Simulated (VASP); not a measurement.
# LaB6 (Pm-3m) in VASP: vibrations by perturbation theory with PBEsol

Aim: the vibrations by perturbation theory of LaB6 with PBEsol.

All numbers are computed with VASP 6.6.1; they aren't measurements. Logs are shortened: lines on timing, memory, paths and dates and some standing lists are left out, and cuts for length are marked.

### 1 The cell of the first run

It takes space group Pm-3m (No. 221, cubic). The conventional cell has a = 4.130 Å, b = 4.130 Å, c = 4.130 Å, α = 90.00°, β = 90.00°, γ = 90.00°. Within 4.0 Å of La (site symmetry m-3m) lie 24 B at 3.03 Å. B (site symmetry 4mm) has 5 B at 1.65 to 1.75 Å within 2.2 Å.

### 2 Vibrations by perturbation theory, PBEsol

The input, INCAR:

```
SYSTEM = LaB6
PREC = Accurate ; ENCUT = 520
EDIFF = 1E-8 ; ISMEAR = -1
SIGMA = 0.15 ; LREAL = .False.
LASPH = .True. ; NELM = 100
ALGO = Normal ; ISIF = 2
LWAVE = .False. ; LCHARG = .False.
GGA = PS ; NBANDS = 24
IBRION = 8 ; NSW = 1
```

The input, KPOINTS:

```
Automatic mesh
0
Gamma
  8 8 8
  0 0 0
```

The input, POSCAR:

```
LaB6
1.0
    4.1303750904      0.0000000000      0.0000000000
    0.0000000000      4.1303750904      0.0000000000
    0.0000000000      0.0000000000      4.1303750904
La B
1 6
Direct
    0.0000000000      0.0000000000      0.0000000000
    0.1996788593      0.5000000000      0.5000000000
    0.5000000000      0.1996788593      0.5000000000
    0.8003211407      0.5000000000      0.5000000000
    0.5000000000      0.8003211407      0.5000000000
    0.5000000000      0.5000000000      0.1996788593
    0.5000000000      0.5000000000      0.8003211407
```

Potentials or basis: VASP PAW PBE potentials, release 64 (La, B).

The run is started by

```console
$ cat potpaw_PBE.64/La/POTCAR potpaw_PBE.64/B/POTCAR > POTCAR
$ mpirun -np 1 vasp_std > vasp.out
```

OUTCAR:

```text
SYSTEM = LaB6
   PREC = Accurate
   ENCUT = 520
   EDIFF = 1E-8
   ISMEAR = -1
   LREAL = .False.
   LASPH = .True.
   NELM = 100
   ISIF = 2
   GGA = PS
   IBRION = 8
   NSW = 1

 ion  position               nearest neighbor table
   1  0.000  0.000  0.000-
   2  0.200  0.500  0.500-   4 1.65   3 1.75   5 1.75   6 1.75   7 1.75
   3  0.500  0.200  0.500-   5 1.65   4 1.75   2 1.75   6 1.75   7 1.75
   4  0.800  0.500  0.500-   2 1.65   3 1.75   5 1.75   6 1.75   7 1.75
   5  0.500  0.800  0.500-   3 1.65   2 1.75   4 1.75   6 1.75   7 1.75
   6  0.500  0.500  0.200-   7 1.65   3 1.75   4 1.75   5 1.75   2 1.75
   7  0.500  0.500  0.800-   6 1.65   3 1.75   4 1.75   5 1.75   2 1.75

  LATTYP: Found a simple cubic cell.
 ALAT       =     4.1303750904

  Lattice vectors:

 A1 = (   4.1303750904,   0.0000000000,   0.0000000000)
 A2 = (   0.0000000000,   4.1303750904,   0.0000000000)
 A3 = (   0.0000000000,   0.0000000000,   4.1303750904)

Analysis of symmetry for initial positions (statically):
=====================================================================
 Subroutine PRICEL returns:
 Original cell was already a primitive cell.

 Routine SETGRP: Setting up the symmetry group for a
 simple cubic supercell.

 Subroutine GETGRP returns: Found 48 space group operations
 (whereof 48 operations were pure point group operations)
 out of a pool of 48 trial point group operations.

The static configuration has the point symmetry O_h .

Analysis of symmetry for dynamics (positions and initial velocities):
=====================================================================
 Subroutine PRICEL returns:
 Original cell was already a primitive cell.

 Routine SETGRP: Setting up the symmetry group for a
 simple cubic supercell.

 Subroutine GETGRP returns: Found 48 space group operations
 (whereof 48 operations were pure point group operations)
 out of a pool of 48 trial point group operations.

The dynamic configuration has the point symmetry O_h .

 Subroutine INISYM returns: Found 48 space group operations
 (whereof 48 operations are pure point group operations),
 and found     1 'primitive' translations

----------------------------------------------------------------------------------------

[... 819 lines left out ...]
 VOLUME and BASIS-vectors are now :
 -----------------------------------------------------------------------------
  energy-cutoff  :      520.00
  volume of cell :       70.46
      direct lattice vectors                 reciprocal lattice vectors
     4.130375090  0.000000000  0.000000000     0.242108762  0.000000000  0.000000000
     0.000000000  4.130375090  0.000000000     0.000000000  0.242108762  0.000000000
     0.000000000  0.000000000  4.130375090     0.000000000  0.000000000  0.242108762

 POSITION                                       TOTAL-FORCE (eV/Angst)
 -----------------------------------------------------------------------------------
      0.00000      0.00000      0.00000        -0.000000      0.000000     -0.000000
      0.82475      2.06519      2.06519        -0.029388      0.000000     -0.000000
      2.06519      0.82475      2.06519         0.000000     -0.029388     -0.000000
      3.30563      2.06519      2.06519         0.029388     -0.000000     -0.000000
      2.06519      3.30563      2.06519        -0.000000      0.029388     -0.000000
      2.06519      2.06519      0.82475         0.000000      0.000000     -0.029388
      2.06519      2.06519      3.30563        -0.000000     -0.000000      0.029388
 -----------------------------------------------------------------------------------
    total drift:                                0.000000     -0.000000     -0.000000

  FREE ENERGIE OF THE ION-ELECTRON SYSTEM (eV)
  ---------------------------------------------------
  free  energy   TOTEN  =       -51.5639590327 eV

  energy  without entropy=      -51.5046186768  energy(sigma->0) =      -51.53428885

[... ionic steps 2 to 3 ...]

--------------------------------------- Ionic step        4  -------------------------------------------

------------------------ aborting loop because EDIFF is reached ----------------------------------------

[... ionic steps 5 to 6 ...]

--------------------------------------- Ionic step        7  -------------------------------------------

------------------------ aborting loop because EDIFF is reached ----------------------------------------

--------------------------------------- Ionic step        8  -------------------------------------------

 Free energy of the ion-electron system (eV)
  ---------------------------------------------------
  ---------------------------------------------------
  free energy    TOTEN  =        -0.04578005 eV

  energy without entropy =       -0.04578005

------------------------ aborting loop because EDIFF is reached ----------------------------------------

 INTERNAL STRAIN TENSOR  FOR ION    2  DIRECTION 2   (eV/Angst):
 -----------------------------------------------------------------------------
    -0.00577 10.15076  0.00000
    10.09424  0.00740  0.00000
     0.00000  0.00000 -0.00061

 INTERNAL STRAIN TENSOR FOR ION    7 for displacements in x,y,z  (eV/Angst):
          X           Y           Z          XY          YZ          ZX
  --------------------------------------------------------------------------------
  x    -0.00000     0.00000    -0.00000     0.00000     0.00000   -10.09424
  y     0.00000     0.00000    -0.00000     0.00000   -10.15076     0.00000
  z    -3.07026    -3.07026    -5.00672     0.00000    -0.00000    -0.00000

 SECOND DERIVATIVES (NOT SYMMETRIZED)
 ------------------------------------
               1X          1Y          1Z          2X          2Y          2Z          3X          3Y          3Z          4X          4Y          4Z          5X          5Y          5Z          6X          6Y          6Z          7X          7Y          7Z
  1X    -5.691636   -0.000000    0.000000    0.343993   -0.000000    0.000000    1.250913    0.000000    0.000000    0.343993   -0.000000    0.000000    1.250913    0.000000    0.000000    1.250913   -0.000000    0.000000    1.250913   -0.000000    0.000000
  1Y    -0.000000   -5.691636   -0.000000    0.000000    1.250913   -0.000000   -0.000000    0.343993   -0.000000    0.000000    1.250913   -0.000000   -0.000000    0.343993   -0.000000   -0.000000    1.250913    0.000000   -0.000000    1.250913    0.000000
  1Z     0.000000    0.000000   -5.691636    0.000000    0.000000    1.250913    0.000000    0.000000    1.250913    0.000000    0.000000    1.250913    0.000000    0.000000    1.250913   -0.000000   -0.000000    0.343993   -0.000000   -0.000000    0.343993
  2X     0.332829   -0.000000   -0.000000  -38.048699    0.000000    0.000000    4.805463   -2.485553    0.000000   18.494018   -0.000000    0.000000    4.805463    2.485553   -0.000000    4.805463    0.000000   -2.485553    4.805463   -0.000000    2.485553
  2Y    -0.000000    1.238570    0.000000    0.000000  -13.511196    0.000000   -1.823790    4.803068    0.000000   -0.000000    2.705772    0.000000    1.823790    4.803068    0.000000   -0.000000   -0.019641    0.000000   -0.000000   -0.019641    0.000000
  2Z     0.000000    0.000000    1.238570    0.000000    0.000000  -13.511196    0.000000    0.000000   -0.019641    0.000000    0.000000    2.705772    0.000000    0.000000   -0.019641   -1.823790    0.000000    4.803068    1.823790    0.000000    4.803068
  3X     1.238570    0.000000    0.000000    4.803068   -1.823790    0.000000  -13.511196    0.000000    0.000000    4.803068    1.823790    0.000000    2.705772    0.000000    0.000000   -0.019641    0.000000    0.000000   -0.019641    0.000000    0.000000
  3Y    -0.000000    0.332829   -0.000000   -2.485553    4.805463    0.000000    0.000000  -38.048699   -0.000000    2.485553    4.805463   -0.000000   -0.000000   18.494018   -0.000000    0.000000    4.805463   -2.485553    0.000000    4.805463    2.485553
  3Z     0.000000   -0.000000    1.238570    0.000000   -0.000000   -0.019641    0.000000    0.000000  -13.511196    0.000000   -0.000000   -0.019641    0.000000    0.000000    2.705772    0.000000   -1.823790    4.803068    0.000000    1.823790    4.803068
  4X     0.332829   -0.000000   -0.000000   18.494018   -0.000000    0.000000    4.805463    2.485553   -0.000000  -38.048699    0.000000    0.000000    4.805463   -2.485553    0.000000    4.805463   -0.000000    2.485553    4.805463    0.000000   -2.485553
  4Y    -0.000000    1.238570    0.000000   -0.000000    2.705772    0.000000    1.823790    4.803068    0.000000    0.000000  -13.511196    0.000000   -1.823790    4.803068    0.000000   -0.000000   -0.019641    0.000000   -0.000000   -0.019641    0.000000
  4Z     0.000000    0.000000    1.238570    0.000000    0.000000    2.705772    0.000000    0.000000   -0.019641    0.000000    0.000000  -13.511196    0.000000    0.000000   -0.019641    1.823790    0.000000    4.803068   -1.823790    0.000000    4.803068
  5X     1.238570    0.000000    0.000000    4.803068    1.823790    0.000000    2.705772    0.000000    0.000000    4.803068   -1.823790    0.000000  -13.511196    0.000000    0.000000   -0.019641    0.000000    0.000000   -0.019641    0.000000    0.000000
  5Y    -0.000000    0.332829   -0.000000    2.485553    4.805463   -0.000000   -0.000000   18.494018   -0.000000   -2.485553    4.805463    0.000000    0.000000  -38.048699   -0.000000    0.000000    4.805463    2.485553    0.000000    4.805463   -2.485553
  5Z     0.000000   -0.000000    1.238570    0.000000   -0.000000   -0.019641    0.000000    0.000000    2.705772    0.000000   -0.000000   -0.019641    0.000000    0.000000  -13.511196    0.000000    1.823790    4.803068    0.000000   -1.823790    4.803068
  6X     1.238570    0.000000    0.000000    4.803068    0.000000   -1.823790   -0.019641    0.000000   -0.000000    4.803068    0.000000    1.823790   -0.019641    0.000000   -0.000000  -13.511196    0.000000    0.000000    2.705772    0.000000    0.000000
  6Y     0.000000    1.238570    0.000000    0.000000   -0.019641   -0.000000    0.000000    4.803068   -1.823790    0.000000   -0.019641   -0.000000    0.000000    4.803068    1.823790    0.000000  -13.511196    0.000000    0.000000    2.705772    0.000000
  6Z    -0.000000   -0.000000    0.332829   -2.485553    0.000000    4.805463    0.000000   -2.485553    4.805463    2.485553    0.000000    4.805463    0.000000    2.485553    4.805463   -0.000000   -0.000000  -38.048699   -0.000000   -0.000000   18.494018
  7X     1.238570    0.000000    0.000000    4.803068    0.000000    1.823790   -0.019641    0.000000   -0.000000    4.803068    0.000000   -1.823790   -0.019641    0.000000   -0.000000    2.705772    0.000000    0.000000  -13.511196    0.000000    0.000000
  7Y     0.000000    1.238570    0.000000    0.000000   -0.019641   -0.000000    0.000000    4.803068    1.823790    0.000000   -0.019641   -0.000000    0.000000    4.803068   -1.823790    0.000000    2.705772    0.000000    0.000000  -13.511196    0.000000
  7Z    -0.000000   -0.000000    0.332829    2.485553    0.000000    4.805463    0.000000    2.485553    4.805463   -2.485553    0.000000    4.805463    0.000000   -2.485553    4.805463   -0.000000   -0.000000   18.494018   -0.000000   -0.000000  -38.048699

 Eigenvectors and eigenvalues of the dynamical matrix
 ----------------------------------------------------

   1 f  =   38.768536 THz   243.589894 2PiTHz 1293.179154 cm-1   160.333709 meV
             X         Y         Z           dx          dy          dz
      0.000000  0.000000  0.000000     0.000000   -0.000000    0.000000
      0.824749  2.065188  2.065188    -0.408248    0.000000   -0.000000
      2.065188  0.824749  2.065188    -0.000000   -0.408248   -0.000000
      3.305627  2.065188  2.065188     0.408248   -0.000000   -0.000000
      2.065188  3.305627  2.065188     0.000000    0.408248   -0.000000
      2.065188  2.065188  0.824749    -0.000000   -0.000000   -0.408248
      2.065188  2.065188  3.305627    -0.000000    0.000000    0.408248
[... 191 lines left out ...]
  21 f/i=    0.016535 THz     0.103893 2PiTHz    0.551554 cm-1     0.068384 meV
             X         Y         Z           dx          dy          dz
      0.000000  0.000000  0.000000     0.815332    0.109819   -0.045653
      0.824749  2.065188  2.065188     0.228900    0.030833   -0.012818
      2.065188  0.824749  2.065188     0.228916    0.030831   -0.012818
      3.305627  2.065188  2.065188     0.228900    0.030833   -0.012818
      2.065188  3.305627  2.065188     0.228916    0.030831   -0.012818
      2.065188  2.065188  0.824749     0.228916    0.030833   -0.012817
      2.065188  2.065188  3.305627     0.228916    0.030833   -0.012817

--------------------------------------------------------------------------------------------------------

 ELASTIC MODULI CONTR FROM IONIC RELAXATION (kBar)
 Direction    XX          YY          ZZ          XY          YZ          ZX
 --------------------------------------------------------------------------------
 XX         -30.5354    -27.2288    -27.2288     -0.0000      0.0000      0.0000
 YY         -27.2288    -30.5354    -27.2288     -0.0000      0.0000      0.0000
 ZZ         -27.2288    -27.2288    -30.5354     -0.0000      0.0000      0.0000
 XY          -0.0000     -0.0000     -0.0000   -469.1423      0.0000      0.0000
 YZ           0.0000      0.0000      0.0000      0.0000   -469.1423     -0.0000
 ZX           0.0000      0.0000      0.0000      0.0000     -0.0000   -469.1423
 --------------------------------------------------------------------------------
```

Run time: 26 min. Hardware: 1 thread of Intel Xeon Platinum 8259CL at 2.50GHz (Skylake/Cascade Lake), shared host; peak memory 0.7 GiB.

Results:

* Highest phonon frequency at Γ, LO-TO splitting left out: 1293 cm⁻¹

Phonon frequencies in cm⁻¹ (negative: imaginary):
```csv
q point,frequencies
"(0.000, 0.000, 0.000)",-1 -1 -1 186 186 186 520 520 520 562 562 562 707 707 707 861 861 861 1139 1139 1293
```

Caveat: spin-orbit coupling is left out, which moves the levels of the heavy elements.
